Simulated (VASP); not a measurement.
The system is PtS2.

```
Pt S
1.0
     3.54320    0.00000    0.00000
    -1.77160    3.06850    0.00000
     0.00000    0.00000    5.03880
Pt S
1 2
Direct
  0.00000 0.00000 0.00000
  0.66667 0.33333 0.77300
  0.33333 0.66667 0.22700
```

Base run:

* Program: VASP 6.6.1
* Functional: PBE
* Potentials or basis: VASP PAW PBE potentials, release 64 (Pt, S)
* Cutoff: 520 eV
* k mesh: 9 × 9 × 5
* Occupations: fermi-dirac, width 0.05 eV
* Spin: no spin polarisation
* Hubbard terms: Pt d U = 1.0 eV

Its results: band gap on the k mesh 1.03 eV (least direct gap 1.08 eV); pressure 10.4 GPa; largest force 1.161 eV/Å.

**Question.** The run is repeated on the same cell with these changes: hubbard terms from Pt d U = 1.0 eV to Pt d U = 2.0 eV. What comes out?

**Answer.** Band gap on the k mesh 1.01 eV (least direct gap 1.07 eV); pressure 9.6 GPa; largest force 1.103 eV/Å.

Caveats: the cell stands under pressure; spin-orbit coupling is left out, which moves the levels of the heavy elements; forces of over 1 eV/Å act on the atoms, so gaps and moduli don't describe the material at rest.

A k mesh can miss the band edges.
